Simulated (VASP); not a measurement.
# Li2S (Fm-3m) in VASP: notebook, part 2 of 3

VASP 6.6.1.

**4. Single point, revPBE+D3(BJ)**

Contents of INCAR:

```
PREC = Accurate
ENCUT = 750
EDIFF = 1E-6
ISMEAR = 0
SIGMA = 0.05
LREAL = F
LASPH = T
NELM = 120
ALGO = Normal
ISIF = 2
LWAVE = F
LCHARG = T
GGA = RE
IVDW = 12
LELF = T
LVHAR = T
NBANDS = 13
GGA_COMPAT = F
```

Contents of KPOINTS:

```
regular mesh
0
Gamma
  8 8 8
```

Contents of POSCAR:

```
Li2S
1.0
    0.0000000000      2.8540007422      2.8540007422
    2.8540007422      0.0000000000      2.8540007422
    2.8540007422      2.8540007422      0.0000000000
Li S
2 1
Direct
    0.2500000000      0.2500000000      0.2500000000
    0.7500000000      0.7500000000      0.7500000000
    0.0000000000      0.0000000000      0.0000000000
```

Potentials or basis: VASP PAW PBE potentials, release 64 (Li_sv, S).

Started as:

```sh
$ cat potpaw_PBE.64/Li_sv/POTCAR potpaw_PBE.64/S/POTCAR > POTCAR
$ mpirun -np 1 vasp_std > vasp.out
```

OUTCAR:

```text
PREC = Accurate
   ENCUT = 750
   EDIFF = 1E-6
   ISMEAR = 0
   LREAL = F
   LASPH = T
   NELM = 120
   ISIF = 2
   GGA = RE
   IVDW = 12
 IVDW          = 12

 ion  position               nearest neighbor table
   1  0.250  0.250  0.250-   3 2.47   3 2.47   3 2.47   3 2.47
   2  0.750  0.750  0.750-   3 2.47   3 2.47   3 2.47   3 2.47
   3  0.000  0.000  0.000-   2 2.47   2 2.47   2 2.47   1 2.47   2 2.47   1 2.47   1 2.47   1 2.47

  LATTYP: Found a face centered cubic cell.
 ALAT       =     5.7080014844

  Lattice vectors:

 A1 = (   0.0000000000,   2.8540007422,   2.8540007422)
 A2 = (   2.8540007422,   0.0000000000,   2.8540007422)
 A3 = (   2.8540007422,   2.8540007422,   0.0000000000)

Analysis of symmetry for initial positions (statically):
=====================================================================
 Subroutine PRICEL returns:
 Original cell was already a primitive cell.

 Routine SETGRP: Setting up the symmetry group for a
 face centered cubic supercell.

 Subroutine GETGRP returns: Found 48 space group operations
 (whereof 48 operations were pure point group operations)
 out of a pool of 48 trial point group operations.

The static configuration has the point symmetry O_h .

Analysis of symmetry for dynamics (positions and initial velocities):
=====================================================================
 Subroutine PRICEL returns:
 Original cell was already a primitive cell.

 Routine SETGRP: Setting up the symmetry group for a
 face centered cubic supercell.

 Subroutine GETGRP returns: Found 48 space group operations
 (whereof 48 operations were pure point group operations)
 out of a pool of 48 trial point group operations.

The dynamic configuration has the point symmetry O_h .

 Subroutine INISYM returns: Found 48 space group operations
 (whereof 48 operations are pure point group operations),
 and found     1 'primitive' translations

----------------------------------------------------------------------------------------

                                     Primitive cell

  volume of cell :      46.4935

  direct lattice vectors                    reciprocal lattice vectors
     0.000000000  2.854000742  2.854000742    -0.175192666  0.175192666  0.175192666
     2.854000742  0.000000000  2.854000742     0.175192666 -0.175192666  0.175192666
     2.854000742  2.854000742  0.000000000     0.175192666  0.175192666 -0.175192666

  length of vectors
     4.036166557  4.036166557  4.036166557     0.303442599  0.303442599  0.303442599

  position of ions in fractional coordinates (direct lattice)
     0.250000000  0.250000000  0.250000000
     0.750000000  0.750000000  0.750000000
     0.000000000  0.000000000  0.000000000

  ion indices of the primitive-cell ions
   primitive index   ion index
                 1           1
                 2           2
                 3           3

----------------------------------------------------------------------------------------

 KPOINTS: regular mesh

Automatic generation of k-mesh.
 Grid dimensions read from file:
 generate k-points for:    8    8    8

 Generating k-lattice:

  Cartesian coordinates                     Fractional coordinates (reciprocal lattice)
    -0.021899083  0.021899083  0.021899083     0.125000000  0.000000000  0.000000000
     0.021899083 -0.021899083  0.021899083     0.000000000  0.125000000  0.000000000
[... 44 lines left out ...]
   dimension x,y,z NGXF=    72 NGYF=   72 NGZF=   72
   ions per type =               2   1
   NGX,Y,Z   is equivalent  to a cutoff of  14.83, 14.83, 14.83 a.u.
   NGXF,Y,Z  is equivalent  to a cutoff of  29.66, 29.66, 29.66 a.u.
 SYSTEM =  unknown system
   PREC   = accura    normal or accurate (medium, high low for compatibility)
   ISTART =      0    job   : 0-new  1-cont  2-samecut
   ICHARG =      2    charge: 1-file 2-atom 10-const
   ISPIN  =      1    spin polarized calculation?
   LNONCOLLINEAR =      F non collinear calculations
   LSORBIT =      F    spin-orbit coupling
   LASPH  =      T    aspherical Exc in radial PAW
   ENCUT  =  750.0 eV  55.12 Ry    7.42 a.u.   9.01  9.01  9.01*2*pi/ulx,y,z
   NELM   =    120;   NELMIN=  2; NELMDL= -5     # of ELM steps
   EDIFF  = 0.1E-05   stopping-criterion for ELM
   LREAL  =      F    real-space projection
   EDIFFG = 0.1E-04   stopping-criterion for IOM
   NSW    =      0    number of steps for IOM
   IBRION =     -1    ionic relax: 0-MD 1-quasi-New 2-CG
   NFREE  =      0    steps in history (QN), initial steepest desc. (CG)
   ISIF   =      2    stress and relaxation
   ISYM   =      2    0-nonsym 1-usesym 2-fastsym
   POTIM  = 0.5000    time-step for ionic-motion
   TEBEG  =    0.0;   TEEND  =   0.0 temperature during run
   PSTRESS=    0.0 pullay stress
   NELECT =      12.0000    total number of electrons
   NUPDOWN=      -1.0000    fix difference up-down
   EMIN   =  10.00;   EMAX   =-10.00  energy-range for DOS
   EFERMI =   0.00;   METHOD = LEGACY
   ISMEAR =     0;   SIGMA  =   0.05  broadening in eV -4-tet -1-fermi 0-gaus
   EFERMI_NEDOS =   21; number of points for ismear=-14 and -15
   IALGO  =     38    algorithm
   IMIX   =      4    mixing-type and parameters
     AMIX     =   0.40;   BMIX     =  1.00
     AMIX_MAG =   1.60;   BMIX_MAG =  1.00
  volume/ion in A,a.u.               =      15.50       104.58
  Fermi-wavevector in a.u.,A,eV,Ry     =   1.042328  1.969715 14.782024  1.086448
  Thomas-Fermi vector in A             =   2.176989
   LORBIT       =      0    0 simple, 1 ext, 2 COOP (PROOUT), +10 PAW based schemes
   GGA     = RE    functional components
   LHFCALC =     F    Hartree Fock is set to
   AEXX    =    0.0000 exact exchange contribution
   IVDW    =    12    specifies the selected vdW correction
   LEPSILON=     F    determine dielectric tensor
   LRPA    =     F    only Hartree local field effects (RPA)
 non-spin polarized calculation
 Gauss-broadening in eV      SIGMA  =   0.05
  energy-cutoff  :      750.00
  volume of cell :       46.49
 maximum number of plane-waves:      2200
   NGX = 17   NGY = 17   NGZ = 17

 number of electron      11.9999999 magnetization

 Free energy of the ion-electron system (eV)
  ---------------------------------------------------
  ext. energy  EPLUGINS =         0.00000000
  ---------------------------------------------------
  free energy    TOTEN  =       -11.45945036 eV

  energy without entropy =      -11.45945036  energy(sigma->0) =      -11.45945036

 E-fermi :   1.8878     XC(G=0):  -8.3233

 val. band max:        1.5106125894   @ k =   0.0000   0.0000   0.0000
 cond. band min:       5.0232131911   @ k =   0.5000   0.5000   0.0000
 fundamental gap:      3.5126006017
 Fermi energy:         1.8878386967

 k-point     1 :       0.0000    0.0000    0.0000
  band No.  band energies     occupation
      1     -42.8345      2.00000
      2     -42.7943      2.00000
      3      -9.4913      2.00000
      4       1.5106      2.00000
      5       1.5106      2.00000
      6       1.5106      2.00000
      7       5.8890      0.00000
      8       7.8472      0.00000
      9       7.8472      0.00000
     10       7.8472      0.00000
     11      12.6759      0.00000
     12      12.6759      0.00000
     13      14.0854      0.00000
[... 354 lines left out ...]
  band No.  band energies     occupation
      1     -42.8135      2.00000
      2     -42.8135      2.00000
      3      -8.9963      2.00000
      4      -1.0169      2.00000
      5       0.2916      2.00000
      6       0.6300      2.00000
      7       7.4639      0.00000
      8       8.2499      0.00000
      9       9.9431      0.00000
     10      10.5754      0.00000
     11      11.9313      0.00000
     12      13.2767      0.00000
     13      14.9232      0.00000

 [... further k-points ...]

------------------------ aborting loop because EDIFF is reached ----------------------------------------

 Edisp (eV)   -1.52561

 E8    (eV) :    -1.0194

  FORCE on cell =-STRESS in cart. coord.  units (eV):
  Direction    XX          YY          ZZ          XY          YZ          ZX
  --------------------------------------------------------------------------------------
  -------------------------------------------------------------------------------------
  Total      -1.32317    -1.32317    -1.32317    -0.00000     0.00000    -0.00000
  in kB     -45.59689   -45.59689   -45.59689    -0.00000     0.00000    -0.00000
  external pressure =      -45.60 kB  Pullay stress =        0.00 kB

 VOLUME and BASIS-vectors are now :
 -----------------------------------------------------------------------------
  energy-cutoff  :      750.00
  volume of cell :       46.49
      direct lattice vectors                 reciprocal lattice vectors
     0.000000000  2.854000742  2.854000742    -0.175192666  0.175192666  0.175192666
     2.854000742  0.000000000  2.854000742     0.175192666 -0.175192666  0.175192666
     2.854000742  2.854000742  0.000000000     0.175192666  0.175192666 -0.175192666

 POSITION                                       TOTAL-FORCE (eV/Angst)
 -----------------------------------------------------------------------------------
      1.42700      1.42700      1.42700        -0.000000     -0.000000     -0.000000
      4.28100      4.28100      4.28100        -0.000000     -0.000000     -0.000000
      0.00000      0.00000      0.00000         0.000000      0.000000      0.000000
 -----------------------------------------------------------------------------------
    total drift:                                0.000000      0.000000      0.000000

  FREE ENERGIE OF THE ION-ELECTRON SYSTEM (eV)
  ---------------------------------------------------
  free  energy   TOTEN  =       -12.9850631170 eV

  energy  without entropy=      -12.9850631170  energy(sigma->0) =      -12.98506312
```

stdout:

```text
POSCAR found type information on POSCAR LiS
 POSCAR found :  2 types and       3 ions
 scaLAPACK will be used
 -----------------------------------------------------------------------------
|                                                                             |
|                                                                             |
|     You enforced a specific xc type in the INCAR file but a different       |
|     I HOPE YOU KNOW WHAT YOU ARE DOING!                                     |
|                                                                             |
 -----------------------------------------------------------------------------

 LDA part: xc-table for (Slater+PW92), standard interpolation
 POSCAR, INCAR and KPOINTS ok, starting setup
 FFT: planning ... GRIDC
 FFT: planning ... GRID_SOFT
 FFT: planning ... GRID
 WAVECAR not read
 entering main loop
```

Wall time 51 s (1 thread of AMD EPYC 7R13, shared host); peak memory 0.18 GiB.

Results:

* Free energy: -12.9851 eV
* Pressure: -4.6 GPa
* Band gap on the k mesh: 3.51 eV (least direct gap 4.38 eV)
* Dispersion energy per atom: -0.509 eV

Caveat: the cell stands under tension; the PAW data sets were made with another functional, which shifts forces and pressure a little. A k mesh can miss the band edges.

**5. Single point, BLYP**

Contents of INCAR:

```
SYSTEM = Li2S
PREC = Accurate ; ENCUT = 750
EDIFF = 1E-6 ; ISMEAR = 0
SIGMA = 0.05 ; LREAL = .FALSE.
LASPH = .TRUE. ; NELM = 120
ALGO = Normal ; ISIF = 2
LWAVE = .FALSE. ; LCHARG = .FALSE.
GGA = B5 ; ALDAX = 1.0
AGGAX = 1.0 ; AGGAC = 1.0
ALDAC = 0.0 ; NBANDS = 13
GGA_COMPAT = .FALSE.
```

Contents of KPOINTS:

```
Automatic mesh
0
G
  8 8 8
  0 0 0
```

POSCAR is that of step 4.

Potentials or basis: VASP PAW PBE potentials, release 64 (Li_sv, S).

Started as:

```sh
$ cat potpaw_PBE.64/Li_sv/POTCAR potpaw_PBE.64/S/POTCAR > POTCAR
$ mpirun -np 1 vasp_std > vasp.out
```

OUTCAR:

```text
SYSTEM = Li2S
   PREC = Accurate
   ENCUT = 750
   EDIFF = 1E-6
   ISMEAR = 0
   LREAL = .FALSE.
   LASPH = .TRUE.
   NELM = 120
   ISIF = 2
   GGA = B5

 ion  position               nearest neighbor table
   1  0.250  0.250  0.250-   3 2.47   3 2.47   3 2.47   3 2.47
   2  0.750  0.750  0.750-   3 2.47   3 2.47   3 2.47   3 2.47
   3  0.000  0.000  0.000-   2 2.47   2 2.47   2 2.47   1 2.47   2 2.47   1 2.47   1 2.47   1 2.47

  LATTYP: Found a face centered cubic cell.
 ALAT       =     5.7080014844

  Lattice vectors:

 A1 = (   0.0000000000,   2.8540007422,   2.8540007422)
 A2 = (   2.8540007422,   0.0000000000,   2.8540007422)
 A3 = (   2.8540007422,   2.8540007422,   0.0000000000)

Analysis of symmetry for initial positions (statically):
=====================================================================
 Subroutine PRICEL returns:
 Original cell was already a primitive cell.

 Routine SETGRP: Setting up the symmetry group for a
 face centered cubic supercell.

 Subroutine GETGRP returns: Found 48 space group operations
 (whereof 48 operations were pure point group operations)
 out of a pool of 48 trial point group operations.

The static configuration has the point symmetry O_h .

[... 179 lines left out ...]
      9       8.0835      0.00000
     10       8.0835      0.00000
     11      13.0432      0.00000
     12      13.0432      0.00000
     13      14.3440      0.00000
[... 354 lines left out ...]
  band No.  band energies     occupation
      1     -43.0334      2.00000
      2     -43.0333      2.00000
      3      -8.6977      2.00000
      4      -0.6921      2.00000
      5       0.5911      2.00000
      6       0.9221      2.00000
      7       7.8542      0.00000
      8       8.5303      0.00000
      9      10.2161      0.00000
     10      10.9001      0.00000
     11      12.1698      0.00000
     12      13.5220      0.00000
     13      15.1395      0.00000

 [... further k-points ...]

------------------------ aborting loop because EDIFF is reached ----------------------------------------

  FORCE on cell =-STRESS in cart. coord.  units (eV):
  Direction    XX          YY          ZZ          XY          YZ          ZX
  --------------------------------------------------------------------------------------
  -------------------------------------------------------------------------------------
  Total        0.3278004      0.3278004      0.3278004     -0.0000000     -0.0000000      0.0000000
  in kB       11.2960799     11.2960799     11.2960799     -0.0000000     -0.0000000      0.0000000
  external PRESSURE =      11.2960799 kB  Pullay stress =       0.0000000 kB

 VOLUME and BASIS-vectors are now :
 -----------------------------------------------------------------------------
  energy-cutoff  :      750.00
  volume of cell :       46.49
      direct lattice vectors                 reciprocal lattice vectors
     0.000000000  2.854000742  2.854000742    -0.175192666  0.175192666  0.175192666
     2.854000742  0.000000000  2.854000742     0.175192666 -0.175192666  0.175192666
     2.854000742  2.854000742  0.000000000     0.175192666  0.175192666 -0.175192666

 POSITION                                       TOTAL-FORCE (eV/Angst)
 -----------------------------------------------------------------------------------
      1.42700      1.42700      1.42700         0.000000      0.000000      0.000000
      4.28100      4.28100      4.28100        -0.000000     -0.000000     -0.000000
      0.00000      0.00000      0.00000         0.000000     -0.000000     -0.000000
 -----------------------------------------------------------------------------------
    total drift:                                0.000000      0.000000      0.000000

  FREE ENERGIE OF THE ION-ELECTRON SYSTEM (eV)
  ---------------------------------------------------
  free  energy   TOTEN  =       -11.3040737872 eV

  energy  without entropy=      -11.3040737872  energy(sigma->0) =      -11.30407379
```

It took 52 s on 1 thread of AMD EPYC 7R13, shared host; peak memory 0.17 GiB.

Results:

```
Free energy            : -11.3041 eV
Pressure               : 1.1 GPa
Band gap on the k mesh : 3.64 eV (least direct gap 4.48 eV)
```

Levels at points of the mesh, in eV from the valence-band top:
```
           k point  band 4  band 5  band 6  band 7  band 8  band 9
(0.00, 0.00, 0.00)    0.00    0.00    0.00    4.48    6.28    6.28
(0.50, 0.00, 0.00)   -2.78   -0.50   -0.50    6.19    6.66    6.66
(0.50, 0.50, 0.00)   -2.11   -1.38   -1.38    3.64    7.15   11.15
```

Caveat: the PAW data sets were made with another functional, which shifts forces and pressure a little.

[end of part 2 of 3]
